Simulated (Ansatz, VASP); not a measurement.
BP: VASP beside Ansatz

```xyz
2
Lattice="0.0000 2.2690 2.2690 2.2690 0.0000 2.2690 2.2690 2.2690 0.0000" Properties=species:S:1:pos:R:3 pbc="T T T"
P     3.4035    3.4035    3.4035
B     0.0000    0.0000    0.0000
```

Alike in both runs: task single point; functional PBE; k mesh 10 × 10 × 10; occupations gaussian, width 0.014 eV; no spin polarisation.

|  | VASP | Ansatz |
| --- | --- | --- |
| version | VASP 6.6.1 | Ansatz 0.2.0 |
| potentials or method | VASP PAW PBE potentials, release 64 (P, B), cutoff 520 eV | all-electron LAPW, scalar-relativistic |

VASP gave:

```
gap on the k mesh at the Fermi level (eV) : 1.24
least direct gap on the mesh (eV)         : 3.40
pressure (GPa)                            : 0.9
```

Estimate Ansatz's values.

gap on the k mesh at the Fermi level (eV): 1.25; least direct gap on the mesh (eV): 3.41; pressure (GPa): 1.1.

Ansatz ran all-electron here, and VASP with PAW potentials.
